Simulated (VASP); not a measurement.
# MnV (Pm-3m) in VASP: single point with LDA

Aim: the single point of MnV with LDA.

Everything below comes from runs of VASP 6.6.1. Logs are shortened: lines on timing, memory, paths and dates and some standing lists are left out, and cuts for length are marked.

### 1 The cell of the first run

Symmetry: Pm-3m, No. 221, cubic system. The conventional cell has a = 2.900 Å, b = 2.900 Å, c = 2.900 Å, α = 90.00°, β = 90.00°, γ = 90.00°. Within 3.3 Å of Mn (site symmetry m-3m) lie 8 V at 2.51 Å and 6 Mn at 2.90 Å. V (site symmetry m-3m) has 8 Mn at 2.51 Å and 6 V at 2.90 Å within 3.3 Å.

### 2 Single point, LDA, collinear spin, ferromagnetic start

Contents of POSCAR:

```
MnV
1.0
    2.9000000000      0.0000000000      0.0000000000
    0.0000000000      2.9000000000      0.0000000000
    0.0000000000      0.0000000000      2.9000000000
Mn V
1 1
Direct
    0.0000000000      0.0000000000      0.0000000000
    0.5000000000      0.5000000000      0.5000000000
```

Contents of INCAR.step1:

```
SYSTEM = MnV
PREC = Accurate ; ENCUT = 520
EDIFF = 1E-7 ; ISMEAR = -1
SIGMA = 0.05 ; LREAL = .False.
LASPH = .True. ; NELM = 150
ALGO = Normal ; ISIF = 2
LWAVE = .False. ; LCHARG = .True.
ISPIN = 2 ; MAGMOM = 4 2
LMAXMIX = 4 ; NBANDS = 24
```

Contents of KPOINTS.step1:

```
Automatic mesh
0
Gamma
  11 11 11
  0 0 0
```

Contents of INCAR.step2:

```
SYSTEM = MnV
PREC = Accurate ; ENCUT = 520
EDIFF = 1E-7 ; ISMEAR = -5
SIGMA = 0.05 ; LREAL = .False.
LASPH = .True. ; NELM = 150
ALGO = Normal ; ISIF = 2
LWAVE = .False. ; LCHARG = .False.
ISPIN = 2 ; MAGMOM = 4 2
LORBIT = 10 ; LMAXMIX = 4
NBANDS = 24 ; NEDOS = 1001
ICHARG = 11
```

Contents of KPOINTS.step2:

```
Automatic mesh
0
Gamma
  17 17 17
  0 0 0
```

Potentials or basis: VASP PAW LDA potentials, release 64 (Mn_pv, V_sv).

Started as:

```console
> cat potpaw_LDA.64/Mn_pv/POTCAR potpaw_LDA.64/V_sv/POTCAR > POTCAR
> cp INCAR.step1 INCAR
> cp KPOINTS.step1 KPOINTS
> mpirun -np 1 vasp_std > vasp.out
> cp INCAR.step2 INCAR
> cp KPOINTS.step2 KPOINTS
> mpirun -np 1 vasp_std > vasp.out
```

OUTCAR:

```text
SYSTEM = MnV
   PREC = Accurate
   ENCUT = 520
   EDIFF = 1E-7
   ISMEAR = -5
   LREAL = .False.
   LASPH = .True.
   NELM = 150
   ISIF = 2
   ISPIN = 2
   LORBIT = 10
   ICHARG = 11

 ion  position               nearest neighbor table
   1  0.000  0.000  0.000-   2 2.51   2 2.51   2 2.51   2 2.51   2 2.51   2 2.51   2 2.51   2 2.51

   2  0.500  0.500  0.500-   1 2.51   1 2.51   1 2.51   1 2.51   1 2.51   1 2.51   1 2.51   1 2.51

  LATTYP: Found a simple cubic cell.
 ALAT       =     2.9000000000

  Lattice vectors:

 A1 = (   2.9000000000,   0.0000000000,   0.0000000000)
 A2 = (   0.0000000000,   2.9000000000,   0.0000000000)
 A3 = (   0.0000000000,   0.0000000000,   2.9000000000)

Analysis of symmetry for initial positions (statically):
=====================================================================
 Subroutine PRICEL returns:
 Original cell was already a primitive cell.

 Routine SETGRP: Setting up the symmetry group for a
 simple cubic supercell.

 Subroutine GETGRP returns: Found 48 space group operations
 (whereof 48 operations were pure point group operations)
 out of a pool of 48 trial point group operations.

The static configuration has the point symmetry O_h .

Analysis of symmetry for dynamics (positions and initial velocities):
=====================================================================
 Subroutine PRICEL returns:
 Original cell was already a primitive cell.

 Routine SETGRP: Setting up the symmetry group for a
 simple cubic supercell.

 Subroutine GETGRP returns: Found 48 space group operations
 (whereof 48 operations were pure point group operations)
 out of a pool of 48 trial point group operations.

The dynamic configuration has the point symmetry O_h .

Analysis of structural, dynamic, and magnetic symmetry:
=====================================================================
 Subroutine PRICEL returns:
 Original cell was already a primitive cell.

 Routine SETGRP: Setting up the symmetry group for a
 simple cubic supercell.

 Subroutine GETGRP returns: Found 48 space group operations
 (whereof 48 operations were pure point group operations)
 out of a pool of 48 trial point group operations.

The overall configuration has the point symmetry O_h .

 Subroutine INISYM returns: Found 48 space group operations
 (whereof 48 operations are pure point group operations),
 and found     1 'primitive' translations

----------------------------------------------------------------------------------------

                                     Primitive cell
[... 116 lines left out ...]
  Thomas-Fermi vector in A             =   2.757536
   LORBIT       =     10    0 simple, 1 ext, 2 COOP (PROOUT), +10 PAW based schemes
   GGA     = CA    functional components
   LHFCALC =     F    Hartree Fock is set to
   AEXX    =    0.0000 exact exchange contribution
   IVDW    =     0    specifies the selected vdW correction
   LEPSILON=     F    determine dielectric tensor
   LRPA    =     F    only Hartree local field effects (RPA)
 spin polarized calculation
 Fermi weights with tetrahedron method with Bloechl corrections
  energy-cutoff  :      520.00
  volume of cell :       24.39
 maximum number of plane-waves:       691
 NGX is ok and might be reduce to    24

 number of electron      25.9999997 magnetization       0.0000025

 Free energy of the ion-electron system (eV)
  ---------------------------------------------------
  ext. energy  EPLUGINS =         0.00000000
  ---------------------------------------------------
  free energy    TOTEN  =       -20.55808016 eV

  energy without entropy =      -20.55808016  energy(sigma->0) =      -20.55808016

 E-fermi :   9.9901     XC(G=0): -13.7140

 val. band max:       10.1461775927   @ k =   0.4706   0.0000   0.0000
 cond. band min:       9.9709232236   @ k =   0.4118   0.1176   0.0588
 fundamental gap:     -0.1752543690
 Fermi energy:         9.9901393622

 spin component 1

 k-point     1 :       0.0000    0.0000    0.0000
  band No.  band energies     occupation
      1     -53.5671      1.00000
      2     -37.4598      1.00000
      3     -37.4598      1.00000
      4     -37.4598      1.00000
      5     -27.6999      1.00000
      6     -27.6999      1.00000
[... 637 lines left out ...]
     23      27.5836      0.00000
     24      28.6528      0.00000

 [... further k-points ...]

 spin component 2

 k-point     1 :       0.0000    0.0000    0.0000
  band No.  band energies     occupation
      1     -53.5672      1.00000
      2     -37.4598      1.00000
      3     -37.4598      1.00000
      4     -37.4598      1.00000
      5     -27.6999      1.00000
      6     -27.6999      1.00000
[... 637 lines left out ...]
     23      27.5836      0.00000
     24      28.6529      0.00000

 [... further k-points ...]

------------------------ aborting loop because EDIFF is reached ----------------------------------------

  FORCE on cell =-STRESS in cart. coord.  units (eV):
  Direction    XX          YY          ZZ          XY          YZ          ZX
  --------------------------------------------------------------------------------------
  -------------------------------------------------------------------------------------
  Total       -3.2483682     -3.2483682     -3.2483682      0.0000000      0.0000000     -0.0000000
  in kB     -213.3938185   -213.3938185   -213.3938185      0.0000000      0.0000000     -0.0000000
  external PRESSURE =    -213.3938185 kB  Pullay stress =       0.0000000 kB

 VOLUME and BASIS-vectors are now :
 -----------------------------------------------------------------------------
  energy-cutoff  :      520.00
  volume of cell :       24.39
      direct lattice vectors                 reciprocal lattice vectors
     2.900000000  0.000000000  0.000000000     0.344827586  0.000000000  0.000000000
     0.000000000  2.900000000  0.000000000     0.000000000  0.344827586  0.000000000
     0.000000000  0.000000000  2.900000000     0.000000000  0.000000000  0.344827586

 POSITION                                       TOTAL-FORCE (eV/Angst)
 -----------------------------------------------------------------------------------
      0.00000      0.00000      0.00000         0.000000      0.000000      0.000000
      1.45000      1.45000      1.45000         0.000000      0.000000      0.000000
 -----------------------------------------------------------------------------------
    total drift:                                0.000000      0.000000     -0.000000

  FREE ENERGIE OF THE ION-ELECTRON SYSTEM (eV)
  ---------------------------------------------------
  free  energy   TOTEN  =       -20.5580801562 eV

  energy  without entropy=      -20.5580801562  energy(sigma->0) =      -20.55808016

 total charge

# of ion       s       p       d       tot
------------------------------------------
    1        0.406   6.347   5.187  11.940
    2        2.347   6.270   3.025  11.642
--------------------------------------------------
tot          2.752  12.618   8.212  23.582

 magnetization (x)

# of ion       s       p       d       tot
------------------------------------------
    1        0.000  -0.000   0.000   0.000
    2       -0.000  -0.000  -0.000  -0.000
--------------------------------------------------
tot         -0.000  -0.000   0.000   0.000
```

OUTCAR.step1:

```text
SYSTEM = MnV
   PREC = Accurate
   ENCUT = 520
   EDIFF = 1E-7
   ISMEAR = -1
   LREAL = .False.
[... 1541 lines left out ...]
      0.00000      0.00000      0.00000         0.000000      0.000000      0.000000
      1.45000      1.45000      1.45000         0.000000      0.000000      0.000000
 -----------------------------------------------------------------------------------
    total drift:                                0.000000      0.000000     -0.000000

  FREE ENERGIE OF THE ION-ELECTRON SYSTEM (eV)
  ---------------------------------------------------
  free  energy   TOTEN  =       -20.5622011399 eV

  energy  without entropy=      -20.5571470479  energy(sigma->0) =      -20.55967409
```

Run time: 3 min. Hardware: 1 thread of Intel Xeon 8259CL, shared host; peak memory 0.27 GiB.

What came out:

```
Net moment                                            : 0.00 μB per cell
Valence electrons inside the program's atomic spheres : Mn 11.94; V 11.64
```

Caveat: tetrahedron occupations give inexact forces and stress in metals.
